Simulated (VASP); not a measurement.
FeSi, 8 atoms in the cell. Symmetry: P2_13, No. 198, cubic system. Conventional cell: a = 4.310 Å, b = 4.310 Å, c = 4.310 Å, α = 90.00°, β = 90.00°, γ = 90.00°. Fe (site symmetry 3) has 7 Si at 2.21 to 2.41 Å and 6 Fe at 2.64 Å within 2.9 Å. Si (site symmetry 3) has 7 Fe at 2.21 to 2.41 Å and 6 Si at 2.67 Å within 2.9 Å. 

* Program: VASP 6.6.1
* Task: relaxation of the atoms
* Functional: PBE
* Potentials or basis: VASP PAW PBE potentials, release 64 (Fe, Si)
* Cutoff: 520 eV
* k mesh: 8 × 8 × 8
* Occupations: gaussian, width 0.01 eV
* Spin: no spin polarisation
* Dipole correction: no
* Further INCAR settings: ALGO = Normal; EDIFF = 1e-06; IBRION = 2; EDIFFG = -0.01; NSW = 50

Potentials or basis: VASP PAW PBE potentials, release 64 (Fe, Si).

Launch:

```bash
$ cat potpaw_PBE.64/Fe/POTCAR potpaw_PBE.64/Si/POTCAR > POTCAR
$ mpirun -np 1 vasp_std > vasp.out
```

Hardware: 1 thread of Oxide Virtual Turin-like Processor, with other jobs on the host.

Question: How long does it take, and how much memory?

Answer: Wall time 4 min on 1 thread of Oxide Virtual Turin-like Processor, on a shared host, peak memory 0.2 GiB. Counts: scf iterations 25, k points 45, ion steps 3.
